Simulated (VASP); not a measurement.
# In (Pm-3m) in VASP: a series of runs

In is run at these levels: PBE; tasks: single point, relaxation of cell and atoms.

Everything below comes from runs of VASP 6.6.1. Logs are shortened: lines on timing, memory, paths and dates and some standing lists are left out, and cuts for length are marked.

## 1. The cell of the first run

It takes space group Pm-3m (No. 221, cubic). Conventional cell: a = 4.178 Å, b = 4.178 Å, c = 4.178 Å, α = 90.00°, β = 90.00°, γ = 90.00°. In (site symmetry 4/mmm) has 8 In at 2.95 Å within 3.9 Å.

The cell was built from a structure type or drawn by symmetry, and may not be a known phase.

## 2. Single point, PBE

Input file INCAR:

```
ALGO = Normal
EDIFF = 1E-6
ENCUT = 520
GGA = PE
ISIF = 2
ISMEAR = 0
LASPH = True
LCHARG = False
LREAL = False
LWAVE = False
NBANDS = 26
NELM = 100
PREC = Accurate
SIGMA = 0.1
```

Input file KPOINTS:

```
k-points
0
Gamma
  4 4 4
```

Input file POSCAR:

```
In
1.0
    4.1776491800      0.0000000000      0.0000000000
    0.0000000000      4.1776491800      0.0000000000
    0.0000000000      0.0000000000      4.1776491800
In
3
Direct
    0.5000000000      0.0000000000      0.0000000000
    0.0000000000      0.5000000000      0.0000000000
    0.0000000000      0.0000000000      0.5000000000
```

Potentials or basis: VASP PAW PBE potentials, release 64 (In_d).

On the command line:

```bash
$ cat potpaw_PBE.64/In_d/POTCAR > POTCAR
$ mpirun -np 1 vasp_std > vasp.out
```

OUTCAR:

```text
EDIFF = 1E-6
   ENCUT = 520
   GGA = PE
   ISIF = 2
   ISMEAR = 0
   LASPH = True
   LREAL = False
   NELM = 100
   PREC = Accurate

 ion  position               nearest neighbor table
   1  0.500  0.000  0.000-   2 2.95   3 2.95   3 2.95   2 2.95   2 2.95   3 2.95   3 2.95   2 2.95

   2  0.000  0.500  0.000-   1 2.95   3 2.95   3 2.95   1 2.95   3 2.95   3 2.95   1 2.95   1 2.95

   3  0.000  0.000  0.500-   1 2.95   2 2.95   1 2.95   2 2.95   2 2.95   2 2.95   1 2.95   1 2.95

  LATTYP: Found a simple cubic cell.
 ALAT       =     4.1776491800

  Lattice vectors:

 A1 = (   4.1776491800,   0.0000000000,   0.0000000000)
 A2 = (   0.0000000000,   4.1776491800,   0.0000000000)
 A3 = (   0.0000000000,   0.0000000000,   4.1776491800)

Analysis of symmetry for initial positions (statically):
=====================================================================
 Subroutine PRICEL returns:
 Original cell was already a primitive cell.

 Routine SETGRP: Setting up the symmetry group for a
 simple cubic supercell.

 Subroutine GETGRP returns: Found 48 space group operations
 (whereof 48 operations were pure point group operations)
 out of a pool of 48 trial point group operations.

The static configuration has the point symmetry O_h .

Analysis of symmetry for dynamics (positions and initial velocities):
=====================================================================
 Subroutine PRICEL returns:
 Original cell was already a primitive cell.

 Routine SETGRP: Setting up the symmetry group for a
 simple cubic supercell.

 Subroutine GETGRP returns: Found 48 space group operations
 (whereof 48 operations were pure point group operations)
 out of a pool of 48 trial point group operations.

The dynamic configuration has the point symmetry O_h .

 Subroutine INISYM returns: Found 48 space group operations
 (whereof 48 operations are pure point group operations),
 and found     1 'primitive' translations

----------------------------------------------------------------------------------------

                                     Primitive cell

  volume of cell :      72.9115

  direct lattice vectors                    reciprocal lattice vectors
     4.177649180  0.000000000  0.000000000     0.239369070  0.000000000  0.000000000
     0.000000000  4.177649180  0.000000000     0.000000000  0.239369070  0.000000000
     0.000000000  0.000000000  4.177649180     0.000000000  0.000000000  0.239369070

  length of vectors
     4.177649180  4.177649180  4.177649180     0.239369070  0.239369070  0.239369070

  position of ions in fractional coordinates (direct lattice)
     0.500000000  0.000000000  0.000000000
     0.000000000  0.500000000  0.000000000
     0.000000000  0.000000000  0.500000000

  ion indices of the primitive-cell ions
   primitive index   ion index
                 1           1
                 2           2
                 3           3

----------------------------------------------------------------------------------------

 KPOINTS: k-points

Automatic generation of k-mesh.
 Grid dimensions read from file:
 generate k-points for:    4    4    4

 Generating k-lattice:

  Cartesian coordinates                     Fractional coordinates (reciprocal lattice)
     0.059842268  0.000000000  0.000000000     0.250000000  0.000000000  0.000000000
     0.000000000  0.059842268  0.000000000     0.000000000  0.250000000  0.000000000
     0.000000000  0.000000000  0.059842268     0.000000000  0.000000000  0.250000000

  Length of vectors
     0.059842268  0.059842268  0.059842268

  Shift w.r.t. Gamma in fractional coordinates (k-lattice)
     0.000000000  0.000000000  0.000000000

 Subroutine IBZKPT returns following result:
 ===========================================

 Found     10 irreducible k-points:

 Following reciprocal coordinates:
            Coordinates               Weight
  0.000000  0.000000  0.000000      1.000000
  0.250000  0.000000  0.000000      6.000000
  0.500000  0.000000  0.000000      3.000000
  0.250000  0.250000  0.000000     12.000000
[... 50 lines left out ...]
      5      -6.6653      2.00000
      6      -6.5640      2.00000
[... 18 lines left out ...]
     25      12.5325      0.00000
     26      17.2342      0.00000

 k-point     4 :       0.2500    0.2500    0.0000
  band No.  band energies     occupation
      1      -7.0213      2.00000
      2      -7.0149      2.00000
      3      -6.9243      2.00000
      4      -6.8833      2.00000
      5      -6.7184      2.00000
      6      -6.6127      2.00000
[... 18 lines left out ...]
     25      14.1888      0.00000
     26      14.4908      0.00000

 k-point     5 :       0.5000    0.2500    0.0000
  band No.  band energies     occupation
      1      -6.9667      2.00000
      2      -6.8517      2.00000
      3      -6.7825      2.00000
      4      -6.6898      2.00000
      5      -6.6482      2.00000
      6      -6.5626      2.00000
[... 18 lines left out ...]
     25      14.5845      0.00000
     26      15.4320      0.00000

 k-point     6 :       0.5000    0.5000    0.0000
  band No.  band energies     occupation
      1      -6.8588      2.00000
      2      -6.8588      2.00000
      3      -6.7687      2.00000
      4      -6.6171      2.00000
      5      -6.5561      2.00000
      6      -6.5561      2.00000
[... 18 lines left out ...]
     25      13.2329      0.00000
     26      15.2485      0.00000

 k-point     7 :       0.2500    0.2500    0.2500
  band No.  band energies     occupation
      1      -7.0535      2.00000
      2      -6.9049      2.00000
      3      -6.9049      2.00000
      4      -6.7818      2.00000
      5      -6.6211      2.00000
      6      -6.6211      2.00000
[... 18 lines left out ...]
     25      15.1236      0.00000
     26      16.1806      0.00000

 k-point     8 :       0.5000    0.2500    0.2500
  band No.  band energies     occupation
      1      -6.9807      2.00000
      2      -6.8232      2.00000
      3      -6.7960      2.00000
      4      -6.7492      2.00000
      5      -6.7329      2.00000
      6      -6.6629      2.00000
[... 18 lines left out ...]
     25      15.9309      0.00000
     26      16.4993      0.00000

 k-point     9 :       0.5000    0.5000    0.2500
  band No.  band energies     occupation
      1      -6.8961      2.00000
      2      -6.8961      2.00000
      3      -6.8908      2.00000
      4      -6.7478      2.00000
      5      -6.7317      2.00000
      6      -6.7317      2.00000
[... 18 lines left out ...]
     25      17.5236      0.00000
     26      17.5236      0.00000

 k-point    10 :       0.5000    0.5000    0.5000
  band No.  band energies     occupation
      1      -6.9688      2.00000
      2      -6.9688      2.00000
      3      -6.9688      2.00000
      4      -6.8239      2.00000
      5      -6.7677      2.00000
      6      -6.7677      2.00000
[... 18 lines left out ...]
     25      19.9963      0.00000
     26      21.0904      0.00000

------------------------ aborting loop because EDIFF is reached ----------------------------------------

  FORCE on cell =-STRESS in cart. coord.  units (eV):
  Direction    XX          YY          ZZ          XY          YZ          ZX
  --------------------------------------------------------------------------------------
  -------------------------------------------------------------------------------------
  Total        5.3459813      5.3459813      5.3459813      0.0000000      0.0000000      0.0000000
  in kB      117.4740963    117.4740963    117.4740963      0.0000000      0.0000000      0.0000000
  external PRESSURE =     117.4740963 kB  Pullay stress =       0.0000000 kB

 VOLUME and BASIS-vectors are now :
 -----------------------------------------------------------------------------
  energy-cutoff  :      520.00
  volume of cell :       72.91
      direct lattice vectors                 reciprocal lattice vectors
     4.177649180  0.000000000  0.000000000     0.239369070  0.000000000  0.000000000
     0.000000000  4.177649180  0.000000000     0.000000000  0.239369070  0.000000000
     0.000000000  0.000000000  4.177649180     0.000000000  0.000000000  0.239369070

 POSITION                                       TOTAL-FORCE (eV/Angst)
 -----------------------------------------------------------------------------------
      2.08882      0.00000      0.00000         0.000000      0.000000      0.000000
      0.00000      2.08882      0.00000         0.000000      0.000000      0.000000
      0.00000      0.00000      2.08882         0.000000      0.000000      0.000000
 -----------------------------------------------------------------------------------
    total drift:                                0.000000      0.000000     -0.000000

  FREE ENERGIE OF THE ION-ELECTRON SYSTEM (eV)
  ---------------------------------------------------
  free  energy   TOTEN  =        -6.6162444579 eV

  energy  without entropy=       -6.5919371219  energy(sigma->0) =       -6.60409079
```

Wall time 6.5 s (1 thread of Intel Xeon 6975P-C (Granite Rapids), shared host); peak memory 0.16 GiB.

Results:

```yaml
Free_energy: -6.6162 eV
Pressure: 11.7 GPa
Band_gap_on_the_k_mesh: zero (an odd number of electrons rules out a gap without spin polarisation)
```

Levels at points of the mesh, in eV from the Fermi level:
```
           k point  band 17  band 18  band 19  band 20  band 21  band 22
(0.00, 0.00, 0.00)    -1.55    -1.55    -1.55    -0.34    -0.34     3.50
(0.50, 0.00, 0.00)    -7.18     0.31     0.31     0.67     2.71     2.71
(0.50, 0.50, 0.00)    -5.60    -5.60    -3.09     2.98     3.21     3.43
(0.50, 0.50, 0.50)    -3.74    -3.74    -3.74    -2.43    -2.43    -2.43
```

Caveat: the k points lie up to 0.38 Å⁻¹ apart, too coarse for converged energies and pressures of a metal; spin-orbit coupling is left out, which moves the levels of the heavy elements.

## 3. Single point, PBE

This run uses another cell than the first one, of 30.78 Å³/atom.

Input file INCAR:

```
SYSTEM = In
ALGO = Normal
EDIFF = 1E-6
ENCUT = 520
GGA = PE
ISIF = 2
ISMEAR = 0
LASPH = .True.
LCHARG = .True.
LELF = .True.
LREAL = .False.
LVHAR = .True.
LWAVE = .False.
NBANDS = 26
NELM = 100
PREC = Accurate
SIGMA = 0.1
```

Input file KPOINTS:

```
k-points
0
Gamma
  4 4 4
  0 0 0
```

Input file POSCAR:

```
In
1.0
    4.5199123922      0.0000000000      0.0000000000
    0.0000000000      4.5199123922      0.0000000000
    0.0000000000      0.0000000000      4.5199123922
In
3
Direct
    0.5000000000      0.0000000000      0.0000000000
    0.0000000000      0.5000000000      0.0000000000
    0.0000000000      0.0000000000      0.5000000000
```

Potentials or basis: VASP PAW PBE potentials, release 64 (In_d).

On the command line:

```bash
$ cat potpaw_PBE.64/In_d/POTCAR > POTCAR
$ mpirun -np 1 vasp_std > vasp.out
```

Run time: 10 s. Hardware: 1 thread of Intel Xeon 6975P-C (Granite Rapids), shared host; peak memory 0.2 GiB.

Results (log left out):

- Free energy: -7.2212 eV
- Pressure: 0.1 GPa
- Band gap on the k mesh: zero (an odd number of electrons rules out a gap without spin polarisation)

Levels at points of the mesh, in eV from the Fermi level:
```
           k point  band 17  band 18  band 19  band 20  band 21  band 22
(0.00, 0.00, 0.00)    -1.20    -1.20    -1.05    -1.05    -1.05     3.42
(0.50, 0.00, 0.00)    -6.10    -0.58     0.37     0.37     2.40     2.40
(0.50, 0.50, 0.00)    -5.06    -5.06    -2.20     2.28     2.44     2.93
(0.50, 0.50, 0.50)    -3.89    -3.89    -3.64    -1.68    -1.68    -1.68
```

Caveat: spin-orbit coupling is left out, which moves the levels of the heavy elements.

## 4. Relaxation of cell and atoms, PBE

Input file INCAR:

```
SYSTEM = In
ALGO = Normal ; EDIFF = 1E-6
EDIFFG = -0.04 ; ENCUT = 600
GGA = PE ; IBRION = 2
ISIF = 3 ; ISMEAR = 0
LASPH = .True. ; LCHARG = .False.
LREAL = .False. ; LWAVE = .False.
NELM = 100 ; NSW = 90
PREC = Accurate ; SIGMA = 0.1
```

KPOINTS is that of step 3.

Input file POSCAR:

```
In
1.0
    4.1776491800      0.0000000000      0.0000000000
    0.0000000000      4.1776491800      0.0000000000
    0.0000000000      0.0000000000      4.1776491800
In
3
Direct
    0.5000000000      0.0000000000      0.0000000000
    0.0000000000      0.5000000000      0.0000000000
    0.0000000000      0.0000000000      0.5000000000
```

On the command line:

```bash
$ cat potpaw_PBE.64/In_d/POTCAR > POTCAR
$ mpirun -np 1 vasp_std > vasp.out
```

Wall time 22 s (1 thread of Intel Xeon 6975P-C (Granite Rapids), shared host); peak memory 0.2 GiB.

Results (log left out):

- Free energy: -7.2150 eV
- Relaxed volume: 30.85 Å³/atom
- Relaxed cell: a = 4.523 Å, b = 4.523 Å, c = 4.523 Å, α = 90.00°, β = 90.00°, γ = 90.00°
- Space group after relaxing (to 0.1 Å): Pm-3m (No. 221)
- Energy gained by relaxing: 199.6 meV/atom
- Ionic steps: 3
- Pressure after relaxing: 0.0 GPa
- Band gap on the k mesh: zero (an odd number of electrons rules out a gap without spin polarisation)

The path:
```
step  energy change (eV)  largest force (eV/Å)  pressure (GPa)  volume (Å³)
   1              0.0000                0.0000           11.78        72.91
   2             -0.5979                0.0000           -0.27        93.44
   3             -0.5987                0.0000            0.01        92.54
```

Final structure:
```
In
1.0
     4.52317    0.00000    0.00000
     0.00000    4.52317    0.00000
     0.00000    0.00000    4.52317
In
3
Direct
  0.50000 0.00000 0.00000
  0.00000 0.50000 0.00000
  0.00000 0.00000 0.50000
```

Levels at points of the mesh, in eV from the Fermi level:
```csv
k point,band 15,band 16,band 17,band 18,band 19,band 20,band 21,band 22,band 23
"(0.00, 0.00, 0.00)",-14.16,-8.82,-1.21,-1.21,-1.04,-1.04,-1.04,3.42,5.38
"(0.50, 0.00, 0.00)",-14.16,-7.48,-6.09,-0.59,0.37,0.37,2.40,2.40,2.56
"(0.50, 0.50, 0.00)",-14.33,-5.91,-5.06,-5.06,-2.20,2.27,2.43,2.93,2.93
"(0.50, 0.50, 0.50)",-14.21,-3.89,-3.89,-3.89,-3.64,-1.68,-1.68,-1.68,3.03
```

Caveat: the k points lie up to 0.35 Å⁻¹ apart in the final cell, too coarse for converged energies and pressures of a metal; the volume moved by over 15 % at a fixed basis, so the end points are rough; spin-orbit coupling is left out, which moves the levels of the heavy elements.

## 5. Single point, PBE (27.68 Å³/atom)

This run uses another cell than the first one, of 27.68 Å³/atom.

Input file INCAR:

```
SYSTEM = In
PREC = Accurate
ENCUT = 520
EDIFF = 1E-6
ISMEAR = 0
SIGMA = 0.1
LREAL = .False.
LASPH = .True.
NELM = 80
ALGO = Fast
ISIF = 2
LWAVE = .False.
LCHARG = .False.
GGA = PE
NBANDS = 26
```

Input file KPOINTS:

```
Automatic mesh
0
Gamma
  10 10 10
  0 0 0
```

Input file POSCAR:

```
In
1.0
    4.3626338635      0.0000000000      0.0000000000
    0.0000000000      4.3626338635      0.0000000000
    0.0000000000      0.0000000000      4.3626338635
In
3
Direct
    0.5000000000      0.0000000000      0.0000000000
    0.0000000000      0.5000000000      0.0000000000
    0.0000000000      0.0000000000      0.5000000000
```

On the command line:

```bash
$ cat potpaw_PBE.64/In_d/POTCAR > POTCAR
$ mpirun -np 1 vasp_std > vasp.out
```

Run time: 34 s. Hardware: 1 thread of Intel Xeon 6975P-C (Granite Rapids), shared host; peak memory 0.23 GiB.

Results (log left out):

* Free energy: -7.3015 eV
* Pressure: 3.6 GPa
* Band gap on the k mesh: zero (an odd number of electrons rules out a gap without spin polarisation)

Levels at points of the mesh, in eV from the Fermi level:
```
           k point  band 15  band 16  band 17  band 18  band 19  band 20  band 21  band 22  band 23  band 24
(0.00, 0.00, 0.00)   -14.18    -9.52    -1.29    -1.29    -1.29    -0.87    -0.87     3.42     5.80     5.80
(0.50, 0.00, 0.00)   -14.18    -8.03    -6.59    -0.08     0.31     0.31     2.48     2.48     2.60     3.28
(0.50, 0.50, 0.00)   -14.42    -6.33    -5.33    -5.33    -2.63     2.64     2.67     3.10     3.10     4.34
(0.50, 0.50, 0.50)   -14.25    -4.10    -3.87    -3.87    -3.87    -2.05    -2.05    -2.05     2.88    10.54
```

Caveat: the cell stands under pressure; spin-orbit coupling is left out, which moves the levels of the heavy elements.

## 6. Single point, PBE (28.59 Å³/atom)

This run uses another cell than the first one, of 28.59 Å³/atom.

Input file INCAR:

```
  PREC = Accurate
  ENCUT = 520
  EDIFF = 1E-6
  ISMEAR = 0
  SIGMA = 0.1
  LREAL = F
  LASPH = T
  NELM = 100
  ALGO = Fast
  ISIF = 2
  LWAVE = F
  LCHARG = F
  GGA = PE
  NBANDS = 26
```

Input file KPOINTS:

```
regular mesh
0
Gamma
  10 10 10
```

Input file POSCAR:

```
In
1.0
    4.4100575122      0.0000000000      0.0000000000
    0.0000000000      4.4100575122      0.0000000000
    0.0000000000      0.0000000000      4.4100575122
In
3
Direct
    0.5000000000      0.0000000000      0.0000000000
    0.0000000000      0.5000000000      0.0000000000
    0.0000000000      0.0000000000      0.5000000000
```

Potentials or basis: VASP PAW PBE potentials, release 64 (In_d).

On the command line:

```bash
$ cat potpaw_PBE.64/In_d/POTCAR > POTCAR
$ mpirun -np 1 vasp_std > vasp.out
```

Run time: 51 s. Hardware: 1 thread of Intel Xeon 6975P-C (Granite Rapids), shared host; peak memory 0.25 GiB.

It converged, with:

```yaml
Free_energy: -7.3502 eV
Pressure: 2.2 GPa
Band_gap_on_the_k_mesh: zero (an odd number of electrons rules out a gap without spin polarisation)
```

Levels at points of the mesh, in eV from the Fermi level:
| k point | band 15 | band 16 | band 17 | band 18 | band 19 | band 20 | band 21 | band 22 | band 23 | band 24 |
| --- | --- | --- | --- | --- | --- | --- | --- | --- | --- | --- |
| (0.00, 0.00, 0.00) | -14.19 | -9.32 | -1.22 | -1.22 | -1.22 | -0.99 | -0.99 | 3.41 | 5.65 | 5.65 |
| (0.50, 0.00, 0.00) | -14.19 | -7.87 | -6.45 | -0.25 | 0.32 | 0.32 | 2.44 | 2.44 | 2.57 | 3.22 |
| (0.50, 0.50, 0.00) | -14.40 | -6.20 | -5.26 | -5.26 | -2.52 | 2.54 | 2.57 | 3.03 | 3.03 | 4.19 |
| (0.50, 0.50, 0.50) | -14.25 | -3.95 | -3.89 | -3.89 | -3.89 | -1.95 | -1.95 | -1.95 | 2.90 | 10.25 |

Caveat: spin-orbit coupling is left out, which moves the levels of the heavy elements.

## 7. The runs side by side

| task | cell | k mesh | cutoff (eV) | gap on the mesh (eV) | pressure (GPa) |
| --- | --- | --- | --- | --- | --- |
| single point | a = 4.178 Å, 3 atoms | 4 × 4 × 4 | 520 | none | 11.7 |
| single point | a = 4.520 Å, 3 atoms | 4 × 4 × 4 | 520 | none | 0.1 |
| relaxation of cell and atoms | relaxed from a = 4.178 Å, 3 atoms | 4 × 4 × 4 | 600 | none | 0.0 |
| single point | a = 4.363 Å, 3 atoms | 10 × 10 × 10 | 520 | none | 3.6 |
| single point | a = 4.410 Å, 3 atoms | 10 × 10 × 10 | 520 | none | 2.2 |

Alike in all rows: level PBE; potentials or basis VASP PAW PBE potentials, release 64 (In_d); no spin polarisation; smearing gaussian 0.1 eV.

Caveats: some runs use coarse meshes; spin-orbit coupling is left out, which moves the levels of the heavy elements; the volume moved by over 15 % at a fixed basis, so the end points are rough (at least some runs); the cell stands under pressure (at least some runs).

Absolute energies hang on the potentials; compare differences alone.
